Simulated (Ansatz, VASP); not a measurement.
# One calculation of P, two programs

```
P
1.0
     1.70330   -5.76100    0.00000
     1.70330    5.76100    0.00000
     0.00000    0.00000    4.66227
P
4
Direct
  0.09447 0.90553 0.91416
  0.59447 0.40553 0.58584
  0.90553 0.09447 0.08584
  0.40553 0.59447 0.41416
```

Alike in both runs: task single point; functional PBE; k mesh 9 × 9 × 7; occupations fermi-dirac, width 0.05 eV; no spin polarisation.

```csv
,VASP,Ansatz
version,VASP 6.6.1,Ansatz 0.2.0
potentials or method,"VASP PAW PBE potentials, release 64 (P), cutoff 520 eV","plane waves (420 eV) with PAW, scalar-relativistic"
valence electrons in the cell,20,20
```

Ansatz gave:

- pressure (GPa): -4.5
- traceless stress, the component that is largest in VASP (GPa): -1.31

**Question.** What did VASP give for the same quantities?

**Answer.** Pressure (GPa): -4.8; traceless stress, the component that is largest in VASP (GPa): -1.31.
